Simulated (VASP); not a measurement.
# NaSi16C16 (a cell with a defect) (Na interstitial hop between voids) in VASP: further runs

The runs below take NaSi16C16 (a cell with a defect) (Na interstitial hop between voids) through single point, with PBE.

Program: VASP 6.6.1. These are calculated values, not measurements. Logs are shortened: lines on timing, memory, paths and dates and some standing lists are left out, and cuts for length are marked.

## Step 1: The cell of the first run

The cell holds a defect, 33 atoms: a = 6.188 Å, b = 6.188 Å, c = 10.129 Å, α = 90.00°, β = 90.00°, γ = 120.00°.

## Step 2: Single point, PBE

Input file INCAR:

```
  PREC = Accurate
  ENCUT = 520
  EDIFF = 1E-6
  ISMEAR = -1
  SIGMA = 0.01
  LREAL = Auto
  LASPH = T
  NELM = 80
  ALGO = Normal
  ISIF = 2
  LWAVE = F
  LCHARG = F
  GGA = PE
  NELECT = 134.0
  NBANDS = 90
```

Input file KPOINTS:

```
Automatic mesh
0
Gamma
  1 1 1
```

Input file POSCAR:

```
NaSi16C16
1.0
    6.1879230300      0.0000000600      0.0000000000
   -3.0939615600      5.3588985100      0.0000000000
    0.0000000000      0.0000000000     10.1287833600
Si C Na
16 16 1
Direct
    0.3406860240      0.1566211747      0.9453113626
    0.1704394801      0.3333698122      0.4379819217
   -0.0062760534     -0.0147528451      0.6693082238
   -0.0020648296     -0.0010446176      0.1981551909
    0.3397977121      0.6780850529      0.9449203976
    0.1679006584      0.8314490341      0.4293549230
   -0.0062306038      0.5056050222      0.6708828453
   -0.0025409048      0.4934234144      0.1977563276
    0.8250083598      0.1600175762      1.0250141237
    0.6625170555      0.3328262248      0.4386041089
    0.4943194324     -0.0045858360      0.6810844654
    0.5030437059     -0.0010162593      0.2020682966
    0.8363583870      0.6661499454      0.9390343008
    0.6623004220      0.8253037358      0.4382986428
    0.5000502300      0.4984154794      0.6935755016
    0.4994466749      0.4974149007      0.1899117526
    0.3265829691      0.1552421601      0.7509834824
    0.1734559911      0.3344347698      0.2514841032
    0.0025040581     -0.0073268788      0.4838281979
    0.0010227495     -0.0033588992      0.0078457597
    0.3260474139      0.6671570611      0.7514077189
    0.1668760627      0.8304729007      0.2417456187
    0.0023775963      0.5055022025      0.4847628610
    0.0003733275      0.4988359072      0.0065683111
    0.8294085121      0.1635272526      0.6805825295
    0.6621748685      0.3348070423      0.2521370938
    0.4931963120     -0.0055828692      0.4863935603
    0.4962718601     -0.0047825182      0.0110205734
    0.8351000510      0.6668278832      0.7480265626
    0.6624331797      0.8227308190      0.2521086600
    0.4977978385      0.4969327120      0.5094867583
    0.4999791492      0.4974930884     -0.0053120891
    0.0794411018      0.2842615870      0.8431869551
```

Potentials or basis: VASP PAW PBE potentials, release 64 (Si, C, Na_pv).

Command:

```console
cat potpaw_PBE.64/Si/POTCAR potpaw_PBE.64/C/POTCAR potpaw_PBE.64/Na_pv/POTCAR > POTCAR
mpirun -np 1 vasp_gam > vasp.out
```

OUTCAR:

```text
PREC = Accurate
   ENCUT = 520
   EDIFF = 1E-6
   ISMEAR = -1
   LREAL = Auto
   LASPH = T
   NELM = 80
   ISIF = 2
   GGA = PE
   NELECT = 134.0

 ion  position               nearest neighbor table
   1  0.341  0.157  0.945-  28 1.82  32 1.90  20 1.93  17 1.97  33 2.36   5 2.96  16 3.08  13 3.08
                             9 3.09  13 3.11  12 3.12  15 3.14
   2  0.170  0.333  0.438-  23 1.88  19 1.88  18 1.89  31 1.90   3 3.00   7 3.01   8 3.02   4 3.02
                            14 3.04  10 3.05  16 3.07   6 3.09   6 3.10  15 3.13  10 3.14  14 3.14
   3  0.994  0.985  0.669-  25 1.84  19 1.88  29 1.88  17 1.97  33 2.41  14 2.94   7 2.97   2 3.00
                             6 3.00  15 3.04  11 3.07  11 3.12
   4  0.998  0.999  0.198-  22 1.86  18 1.88  30 1.88  20 1.93   9 2.51   6 2.96   2 3.02  14 3.03
                             8 3.06  12 3.06  16 3.10  16 3.10  12 3.13   8 3.13
   5  0.340  0.678  0.945-  28 1.83  32 1.90  24 1.92  21 1.96  33 2.38   1 2.96  13 3.08  16 3.08
                             9 3.10  13 3.11  12 3.12  15 3.13
   6  0.168  0.831  0.429-  23 1.83  19 1.84  27 1.84  22 1.90  12 2.92   4 2.96   8 2.96   3 3.00
                             7 3.01  14 3.08  10 3.08   2 3.09  11 3.09   2 3.10  10 3.11  14 3.11
   7  0.994  0.506  0.671-  25 1.84  29 1.88  23 1.89  21 1.96  33 2.43  10 2.95   3 2.97   6 3.01
                             2 3.01  15 3.04  11 3.07  11 3.13
   8  0.997  0.493  0.198-  22 1.86  18 1.88  26 1.88  24 1.94   9 2.50   6 2.96   2 3.02  10 3.03
                            12 3.06   4 3.06  16 3.10  16 3.10   4 3.13  12 3.13
   9  0.825  0.160  0.025-  28 1.77  24 1.83  20 1.83  33 2.29  12 2.49   8 2.50   4 2.51   1 3.09
                             5 3.10
  10  0.663  0.333  0.439-  27 1.88  23 1.88  26 1.89  31 1.90   7 2.95  12 2.99   8 3.03   2 3.05
                            14 3.05  11 3.05  16 3.07   6 3.08   6 3.11  15 3.12  14 3.14   2 3.14
  11  0.494  0.995  0.681-  25 1.80  17 1.89  21 1.90  27 1.97  10 3.05  14 3.05   7 3.07   3 3.07
                             6 3.09  15 3.10  15 3.10   3 3.12   7 3.13
  12  0.503  0.999  0.202-  22 1.85  30 1.87  26 1.87  28 1.94   9 2.49   6 2.92  14 2.99  10 2.99
                             8 3.06   4 3.06  16 3.10  16 3.10   1 3.12   5 3.12   4 3.13   8 3.13
  13  0.836  0.666  0.939-  32 1.89  24 1.90  20 1.90  29 1.93  15 3.07   1 3.08   5 3.08   5 3.11
                             1 3.11  16 3.12
  14  0.662  0.825  0.438-  27 1.88  19 1.88  30 1.89  31 1.90   3 2.94  12 2.99   4 3.03   2 3.04
                            10 3.05  11 3.05  16 3.07   6 3.08   6 3.11  15 3.12  10 3.14   2 3.14
  15  0.500  0.498  0.694-  31 1.86  29 1.88  21 1.93  17 1.93  33 2.72   7 3.04   3 3.04  13 3.07
                            11 3.10  11 3.10  14 3.12  10 3.12   5 3.13   2 3.13   1 3.14
  16  0.499  0.497  0.190-  30 1.85  26 1.85  18 1.85  32 1.98  14 3.07   2 3.07  10 3.07   1 3.08
                             5 3.08   8 3.10   4 3.10  12 3.10   8 3.10   4 3.10  12 3.10  13 3.12
  17  0.327  0.155  0.751-  11 1.89  15 1.93   3 1.97   1 1.97  33 2.25
  18  0.173  0.334  0.251-  16 1.85   8 1.88   4 1.88   2 1.89
  19  0.003  0.993  0.484-   6 1.84   3 1.88  14 1.88   2 1.88
  20  0.001  0.997  0.008-   9 1.83  13 1.90   4 1.93   1 1.93  33 2.31
  21  0.326  0.667  0.751-  11 1.90  15 1.93   7 1.96   5 1.96  33 2.28
  22  0.167  0.830  0.242-  12 1.85   8 1.86   4 1.86   6 1.90
  23  0.002  0.506  0.485-   6 1.83  10 1.88   2 1.88   7 1.89
  24  0.000  0.499  0.007-   9 1.83  13 1.90   5 1.92   8 1.94  33 2.32
  25  0.829  0.164  0.681-  11 1.80   7 1.84   3 1.84  33 2.12
  26  0.662  0.335  0.252-  16 1.85  12 1.87   8 1.88  10 1.89
  27  0.493  0.994  0.486-   6 1.84  14 1.88  10 1.88  11 1.97
  28  0.496  0.995  0.011-   9 1.77   1 1.82   5 1.83  12 1.94
  29  0.835  0.667  0.748-  15 1.88   3 1.88   7 1.88  13 1.93
  30  0.662  0.823  0.252-  16 1.85  12 1.87   4 1.88  14 1.89
  31  0.498  0.497  0.509-  15 1.86   2 1.90  14 1.90  10 1.90
[... 45 lines left out ...]
   TEBEG  =    0.0;   TEEND  =   0.0 temperature during run
   PSTRESS=    0.0 pullay stress
   NELECT =     134.0000    total number of electrons
   NUPDOWN=      -1.0000    fix difference up-down
   EMIN   =  10.00;   EMAX   =-10.00  energy-range for DOS
   EFERMI =   0.00;   METHOD = LEGACY
   ISMEAR =    -1;   SIGMA  =   0.01  broadening in eV -4-tet -1-fermi 0-gaus
   EFERMI_NEDOS =   21; number of points for ismear=-14 and -15
   IALGO  =     38    algorithm
   IMIX   =      4    mixing-type and parameters
     AMIX     =   0.40;   BMIX     =  1.00
     AMIX_MAG =   1.60;   BMIX_MAG =  1.00
  volume/ion in A,a.u.               =      10.18        68.68
  Fermi-wavevector in a.u.,A,eV,Ry     =   1.205176  2.277453 19.761775  1.452450
  Thomas-Fermi vector in A             =   2.340880
   LORBIT       =      0    0 simple, 1 ext, 2 COOP (PROOUT), +10 PAW based schemes
   GGA     = PE    functional components
   LHFCALC =     F    Hartree Fock is set to
   AEXX    =    0.0000 exact exchange contribution
   IVDW    =     0    specifies the selected vdW correction
   LEPSILON=     F    determine dielectric tensor
   LRPA    =     F    only Hartree local field effects (RPA)
 non-spin polarized calculation
  energy-cutoff  :      520.00
  volume of cell :      335.88
 maximum number of plane-waves:      4519
 NGX is ok and might be reduce to    48
   NGX = 23   NGY = 23   NGZ = 37

 number of electron     133.9999998 magnetization

 Free energy of the ion-electron system (eV)
  ---------------------------------------------------
  ext. energy  EPLUGINS =         0.00000000
  ---------------------------------------------------
  free energy    TOTEN  =      -224.86652736 eV

  energy without entropy =     -224.86501688  energy(sigma->0) =     -224.86577212

 E-fermi :   9.0934     XC(G=0): -11.3237

 val. band max:        9.0426369268   @ k =   0.0000   0.0000   0.0000
 cond. band min:       9.1441348024   @ k =   0.0000   0.0000   0.0000
 fundamental gap:      0.1014978756
 Fermi energy:         9.0933858646

 k-point     1 :       0.0000    0.0000    0.0000
  band No.  band energies     occupation
      1     -15.2046      2.00000
      2     -15.1296      2.00000
      3     -15.1255      2.00000
      4      -7.1936      2.00000
      5      -6.1586      2.00000
      6      -5.7109      2.00000
[... 71 lines left out ...]
     78      12.6254      0.00000
     79      12.7378      0.00000
 [bands above 79 left out]

------------------------ aborting loop because EDIFF is reached ----------------------------------------

  FORCE on cell =-STRESS in cart. coord.  units (eV):
  Direction    XX          YY          ZZ          XY          YZ          ZX
  --------------------------------------------------------------------------------------
  -------------------------------------------------------------------------------------
  Total       19.0750498     19.2235214      7.2722811     -0.4383523      0.2783075      0.5157981
  in kB       90.9910219     91.6992552     34.6899378     -2.0910102      1.3275712      2.4604390
  external PRESSURE =      72.4600717 kB  Pullay stress =       0.0000000 kB

 VOLUME and BASIS-vectors are now :
 -----------------------------------------------------------------------------
  energy-cutoff  :      520.00
  volume of cell :      335.88
      direct lattice vectors                 reciprocal lattice vectors
     6.187923030  0.000000060  0.000000000     0.161605112  0.093302757  0.000000000
    -3.093961560  5.358898510  0.000000000    -0.000000002  0.186605511  0.000000000
     0.000000000  0.000000000 10.128783360     0.000000000  0.000000000  0.098728541

 POSITION                                       TOTAL-FORCE (eV/Angst)
 -----------------------------------------------------------------------------------
      1.62356      0.83932      9.57485         0.025592     -0.025430      0.022387
      0.02323      1.78650      4.43622        -0.018297     -0.015917      0.005648
      3.10077      5.27984      6.77928        -0.014967     -0.036248      0.043369
      3.08442      5.35330      2.00707        -0.025573      0.000340     -0.017617
      0.00467      3.63379      9.57089        -0.004798      0.029312      0.031528
     -1.53351      4.45565      4.34884        -0.018437     -0.000399      0.007114
[... 25 lines left out ...]
      1.55461      2.66602     10.07498        -0.010381     -0.002671      0.006568
     -0.38792      1.52333      8.54046         0.234507      0.334061      0.005663
 -----------------------------------------------------------------------------------
    total drift:                                0.008457      0.023701      0.028946

  FREE ENERGIE OF THE ION-ELECTRON SYSTEM (eV)
  ---------------------------------------------------
  free  energy   TOTEN  =      -224.8665273630 eV

  energy  without entropy=     -224.8650168773  energy(sigma->0) =     -224.86577212
```

Run time: 1.9 min. Hardware: 1 thread of AMD EPYC 7R13 (Zen 3), shared host; peak memory 0.38 GiB.

What came out:

```yaml
Free_energy: -224.8665 eV
Largest_force: 0.408 eV/Å
```

Forces in eV/Å, atoms in the order of the input:
```
Si   0.026 -0.025  0.022
Si  -0.018 -0.016  0.006
Si  -0.015 -0.036  0.043
Si  -0.026  0.000 -0.018
Si  -0.005  0.029  0.032
Si  -0.018  0.000  0.007
Si  -0.019 -0.021 -0.023
Si  -0.014 -0.018 -0.012
Si  -0.025 -0.030 -0.049
Si  -0.007 -0.010 -0.004
Si   0.025 -0.008  0.015
Si  -0.005 -0.003 -0.001
Si  -0.014 -0.007 -0.006
Si  -0.007 -0.003  0.006
Si   0.008 -0.013 -0.016
Si  -0.010 -0.008  0.002
C    0.033 -0.022 -0.009
C   -0.018 -0.006 -0.016
C   -0.013 -0.008  0.026
C   -0.014 -0.017 -0.039
C   -0.001  0.001 -0.014
C   -0.028 -0.002 -0.020
C   -0.009 -0.014  0.004
C   -0.015 -0.001  0.004
C   -0.007 -0.041  0.044
C    0.004 -0.012 -0.013
C   -0.009 -0.002  0.009
C   -0.010 -0.001  0.017
C    0.003 -0.032 -0.001
C   -0.007  0.000 -0.011
C   -0.008 -0.004  0.003
C   -0.010 -0.003  0.007
Na   0.235  0.334  0.006
```

Caveat: the k points lie up to 1.17 Å⁻¹ apart; the cell carries a net charge on a neutralising background, which shifts energy and pressure; the cell is charged against a uniform background, so pressure and absolute levels hang on convention.

## Step 3: Single point, PBE

Input file INCAR:

```
PREC = Accurate
ENCUT = 520
EDIFF = 1E-7
ISMEAR = -1
SIGMA = 0.01
LREAL = Auto
LASPH = True
NELM = 100
ALGO = Normal
ISIF = 2
LWAVE = False
LCHARG = False
GGA = PE
NBANDS = 90
NELECT = 134.0
```

KPOINTS is that of step 2.

Input file POSCAR:

```
NaSi16C16
1.0
    6.1879230300      0.0000000600      0.0000000000
   -3.0939615600      5.3588985100      0.0000000000
    0.0000000000      0.0000000000     10.1287833600
Si C Na
16 16 1
Direct
    0.3338983718      0.1596585527      0.9440924601
    0.1762981817      0.3367477451      0.4368719167
    0.0042741354     -0.0047621727      0.6575481737
    0.0036724910     -0.0041432022      0.2032922343
    0.3334814813      0.6660544090      0.9421678459
    0.1714711717      0.8280656895      0.4289239730
    0.0014181991      0.5136740311      0.6771956469
    0.0014077746      0.4952415118      0.2001732022
    0.8327224053      0.1668036721      1.0459169303
    0.6656001823      0.3339339151      0.4389633821
    0.4858407615     -0.0019052477      0.6772013732
    0.5042896984     -0.0018772571      0.2001736959
    0.8398653924      0.6656302490      0.9440891033
    0.6627844276      0.8232326013      0.4368713243
    0.4976913894      0.5018355853      0.6960288072
    0.5016943716      0.4978336434      0.1893323148
    0.3190725650      0.1607044767      0.7493661114
    0.1776930086      0.3354898373      0.2520794363
    0.0072159888     -0.0076849749      0.4772307619
    0.0054435676     -0.0059168876      0.0191934207
    0.3285133952      0.6710020676      0.7507163230
    0.1720292226      0.8275040069      0.2436719113
    0.0047706565      0.5036857844      0.4852506787
    0.0034566379      0.4983902932      0.0057393863
    0.8250233338      0.1744843551      0.6602492878
    0.6637372713      0.3357938123      0.2522312808
    0.4958537074     -0.0052348500      0.4852499876
    0.5011407417     -0.0039278650      0.0057374117
    0.8388169041      0.6804465401      0.7493660127
    0.6640388859      0.8218345527      0.2520788439
    0.5012254561      0.4983050089      0.5112125332
    0.5021060571      0.4974210586     -0.0057673264
   -0.1116547924      0.1112698823      0.8450749410
```

Potentials or basis: VASP PAW PBE potentials, release 64 (Si, C, Na_pv).

Command:

```console
cat potpaw_PBE.64/Si/POTCAR potpaw_PBE.64/C/POTCAR potpaw_PBE.64/Na_pv/POTCAR > POTCAR
mpirun -np 1 vasp_gam > vasp.out
```

It took 3.3 min on 1 thread of AMD EPYC 7R13 (Zen 3), shared host; peak memory 0.38 GiB.

It converged, with:

- Free energy: -223.6663 eV
- Largest force: 0.055 eV/Å

Forces in eV/Å, atoms in the order of the input:
```
Si   0.000 -0.002  0.011
Si   0.001 -0.002 -0.001
Si   0.007 -0.004 -0.017
Si  -0.003  0.002 -0.005
Si  -0.005  0.002  0.013
Si  -0.005  0.002  0.007
Si   0.000  0.003  0.001
Si  -0.001 -0.008 -0.004
Si  -0.012  0.007  0.044
Si   0.003 -0.002  0.000
Si  -0.003 -0.002  0.001
Si   0.007  0.005 -0.004
Si   0.002  0.001  0.012
Si   0.001 -0.001  0.000
Si   0.000 -0.001 -0.002
Si  -0.001  0.001  0.006
C    0.001  0.002  0.001
C    0.001 -0.008 -0.012
C    0.007 -0.004 -0.002
C    0.015 -0.008  0.018
C    0.007 -0.006 -0.002
C   -0.004  0.004 -0.001
C   -0.007 -0.008  0.006
C    0.000  0.004 -0.013
C   -0.021  0.012 -0.049
C    0.010 -0.005 -0.008
C    0.004  0.011  0.007
C   -0.004 -0.004 -0.011
C    0.002 -0.003 -0.001
C    0.003  0.003 -0.014
C   -0.003  0.004  0.000
C    0.000  0.003  0.004
Na  -0.001  0.001  0.013
```

Levels at points of the mesh, in eV from the Fermi level:
```
           k point  band 65  band 66  band 67  band 68  band 69  band 70
(0.00, 0.00, 0.00)    -0.75    -0.67    -0.10     0.10     1.16     1.54
```

Caveat: the k points lie up to 1.17 Å⁻¹ apart; the cell carries a net charge on a neutralising background, which shifts energy and pressure; the cell is charged against a uniform background, so pressure and absolute levels hang on convention.

## Step 4: Single point, PBE

Input file INCAR:

```
ALGO     = Normal         # electronic algorithm
EDIFF    = 1E-6           # SCF threshold, eV
ENCUT    = 520            # plane-wave cutoff, eV
GGA      = PE             # functional
ISIF     = 2              # what is computed and relaxed
ISMEAR   = -1             # smearing method
LASPH    = True           # aspherical terms in the spheres
LCHARG   = False          # write CHGCAR
LREAL    = Auto         
LWAVE    = False          # write WAVECAR
NBANDS   = 90             # bands
NELECT   = 134.0        
NELM     = 80             # most SCF steps
PREC     = Accurate       # precision mode
SIGMA    = 0.01           # smearing width, eV
```

Input file KPOINTS:

```
k-points
0
Gamma
  1 1 1
```

Input file POSCAR:

```
NaSi16C16
1.0
    6.1879230300      0.0000000600      0.0000000000
   -3.0939615600      5.3588985100      0.0000000000
    0.0000000000      0.0000000000     10.1287833600
Si C Na
16 16 1
Direct
    0.3332616856      0.1631547935      0.9390348931
    0.1742418059      0.3372840494      0.4382688268
    0.0141617383      0.0056687021      0.6692271677
    0.0005312503      0.0017932790      0.1981517354
    0.3214938941      0.6597885693      0.9448685651
    0.1681125446      0.8317099086      0.4293493942
    0.0040679743      0.5050677849      0.6810660032
    0.0007517768      0.4967727967      0.2020450954
    0.8393312463      0.1744475936      1.0250067191
    0.6667645776      0.3370235425      0.4386213864
    0.4937518309      0.0055929349      0.6710043801
    0.5062184964      0.0022317963      0.1977654106
    0.8428608543      0.6586562412      0.9453810650
    0.6660925352      0.8290992919      0.4379995941
    0.5011155881      0.4993764978      0.6935798457
    0.5021811917      0.5001107905      0.1899296225
    0.3324417566      0.1642955130      0.7480073105
    0.1768884891      0.3372719200      0.2521066854
    0.0068010683     -0.0029287736      0.4838148695
    0.0027945048     -0.0015338973      0.0078194979
    0.3324047309      0.6734284990      0.7514434587
    0.1691685338      0.8330183864      0.2417461123
    0.0051816735      0.5063885787      0.4864150831
    0.0044358528      0.5032618167      0.0111113049
    0.8358117101      0.1699938799      0.6805841092
    0.6649596762      0.3375046116      0.2521448933
    0.4940457102     -0.0028229737      0.4848301939
    0.5005573089     -0.0008561517      0.0064494419
    0.8441931791      0.6726578125      0.7509408317
    0.6650228334      0.8260578087      0.2514581376
    0.5025849620      0.5017066408      0.5095047269
    0.5020781182      0.4995045092     -0.0053399306
   -0.2843211773     -0.0800002057      0.8431912991
```

Command:

```console
cat potpaw_PBE.64/Si/POTCAR potpaw_PBE.64/C/POTCAR potpaw_PBE.64/Na_pv/POTCAR > POTCAR
mpirun -np 1 vasp_gam > vasp.out
```

It took 3.3 min on 1 thread of AMD EPYC 7R13 (Zen 3), shared host; peak memory 0.38 GiB.

The run converged. Its results:

| Property | Result |
| --- | --- |
| Free energy | -224.8662 eV |
| Largest force | 0.420 eV/Å |

Forces on the atoms (eV/Å):
```
Si  -0.003  0.012 -0.011
Si   0.002  0.008  0.012
Si   0.023  0.033  0.049
Si  -0.009  0.019 -0.020
Si  -0.025 -0.016  0.035
Si  -0.008  0.018  0.011
Si   0.022 -0.013  0.016
Si   0.001  0.004  0.001
Si   0.021  0.044 -0.047
Si   0.003  0.013  0.000
Si   0.009  0.030 -0.028
Si   0.008  0.019 -0.017
Si   0.041 -0.003  0.015
Si   0.007  0.020  0.003
Si   0.009 -0.003 -0.017
Si   0.003  0.013 -0.003
C    0.037  0.016 -0.003
C   -0.007  0.002 -0.011
C    0.002  0.015  0.017
C    0.005  0.019 -0.031
C    0.000 -0.003 -0.015
C   -0.009  0.018 -0.021
C   -0.003  0.009  0.008
C   -0.012  0.008  0.013
C    0.036  0.020  0.043
C    0.008  0.003 -0.012
C    0.001  0.017  0.002
C    0.000  0.015  0.010
C    0.038 -0.010 -0.004
C   -0.002  0.022 -0.010
C    0.004  0.014 -0.001
C   -0.009  0.010  0.013
Na  -0.194 -0.372  0.004
```

Levels at points of the mesh, in eV from the Fermi level:
```
           k point  band 64  band 65  band 66  band 67  band 68  band 69  band 70  band 71
(0.00, 0.00, 0.00)    -1.27    -0.83    -0.79    -0.05     0.05     1.28     1.49     1.58
```

Caveat: the k points lie up to 1.17 Å⁻¹ apart; the cell carries a net charge on a neutralising background, which shifts energy and pressure; the cell is charged against a uniform background, so pressure and absolute levels hang on convention.
